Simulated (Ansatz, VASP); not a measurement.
BeTe: VASP beside Ansatz

```
CELL_PARAMETERS angstrom
5.60591 0.00000 0.00000
0.00000 -5.60591 0.00000
0.00000 0.00000 -5.60591
ATOMIC_POSITIONS crystal
Be 0.00000 0.00000 0.00000
Be 0.50000 0.50000 0.00000
Be 0.50000 0.00000 0.50000
Be 0.00000 0.50000 0.50000
Te 0.75000 0.75000 0.75000
Te 0.25000 0.25000 0.75000
Te 0.25000 0.75000 0.25000
Te 0.75000 0.25000 0.25000
```

Alike in both runs: task relaxation of cell and atoms; functional PBEsol; k mesh 6 × 6 × 6; occupations gaussian, width 0.02 eV; no spin polarisation.

|  | VASP | Ansatz |
| --- | --- | --- |
| version | VASP 6.6.1 | Ansatz 0.2.0 |
| potentials or method | VASP PAW PBE potentials, release 64 (Be, Te), cutoff 600 eV | scalar-relativistic, plane waves, PAW |
| valence electrons in the cell | 32 | 72 |

|  | VASP | Ansatz | Ansatz less VASP |
| --- | --- | --- | --- |
| gap on the k mesh at the Fermi level, each at its own relaxed structure (eV) | 1.83 | 1.84 | +0.008 |
| relaxed volume (Å³/atom) | 22.11 | 22.02 | -0.093 |
| relaxed cell length with the largest relative difference (Å) | 5.614 | 5.606 | -0.0079 |

VASP's potentials were made for PBE, not for PBEsol. VASP's potentials hold 32 valence electrons a cell and Ansatz's 72, so a difference there can come from the potentials and not from the codes.

Spin-orbit coupling is off throughout.
